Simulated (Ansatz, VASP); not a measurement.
One calculation of KBr, two programs

POSCAR

```
KBr
1.0
    0.0000000000      3.6882992926      3.6882992926
    3.6882992926      0.0000000000      3.6882992926
    3.6882992926      3.6882992926      0.0000000000
K Br
1 1
Direct
    0.0000000000      0.0000000000      0.0000000000
    0.2500000000      0.2500000000      0.2500000000
```

The input INCAR.step1:

```
SYSTEM = KBr
PREC = Accurate
ENCUT = 520
EDIFF = 1E-5
ISMEAR = 0
SIGMA = 0.01
LREAL = .FALSE.
LASPH = .TRUE.
NELM = 80
ALGO = Normal
ISIF = 2
LWAVE = .TRUE.
GGA = PE
NBANDS = 15
```

The input INCAR.step2:

```
SYSTEM = KBr
PREC = Accurate
ENCUT = 520
EDIFF = 1E-7
ISMEAR = 0
SIGMA = 0.01
LREAL = .FALSE.
LASPH = .TRUE.
NELM = 80
ALGO = Normal
ISIF = 2
LWAVE = .FALSE.
LCHARG = .TRUE.
GGA = PE
LHFCALC = .TRUE.
AEXX = 1.0
HFSCREEN = 0.1
PRECFOCK = Normal
LELF = .TRUE.
LVHAR = .TRUE.
ISTART = 1
NBANDS = 15
ALDAC = 1.0
AGGAC = 1.0
```

KPOINTS

```
regular mesh
0
G
  4 4 4
  0 0 0
```

Input for Ansatz:

```yaml
crystal:
  lattice:
    - [0.0, 3.6882992926, 3.6882992926]
    - [3.6882992926, 0.0, 3.6882992926]
    - [3.6882992926, 3.6882992926, 0.0]
  atoms:
    - { symbol: K, position: [0.0, 0.0, 0.0] }
    - { symbol: Br, position: [0.25, 0.25, 0.25] }
kpoints:
  mp_grid: { grid: [4, 4, 4] }
hamiltonian:
  xc: { exchange: pbe, correlation: pbe, exx: { coeff: 1.0, omega: 0.1 } }
scf:
  occupations: { method: fixed }
  n_extra_bands: 4
output:
  forces: true
  stress: true
  eigenvalues: true
```

Alike in both runs: task single point; functional PBE-based screened hybrid; k mesh 4 × 4 × 4; no spin polarisation.

|  | VASP | Ansatz |
| --- | --- | --- |
| version | VASP 6.6.1 | Ansatz 0.2.0 |
| potentials or method | VASP PAW PBE potentials, release 64 (K_sv, Br) | plane waves |
| plane-wave cutoff (eV) | 520 | 420 |
| occupations | gaussian, width 0.01 eV | fixed |
| valence electrons in the cell | 16 | 16 |

Ansatz gave:

* gap on the k mesh at the Fermi level (eV): 10.41
* pressure (GPa): -0.2

Task: Estimate VASP's values.

Result: gap on the k mesh at the Fermi level (eV): 10.41; pressure (GPa): -0.3.

VASP's potentials were made for PBE, not for PBE-based screened hybrid. Ansatz's warnings: stress exchange threshold loose, stress scf threshold loose.
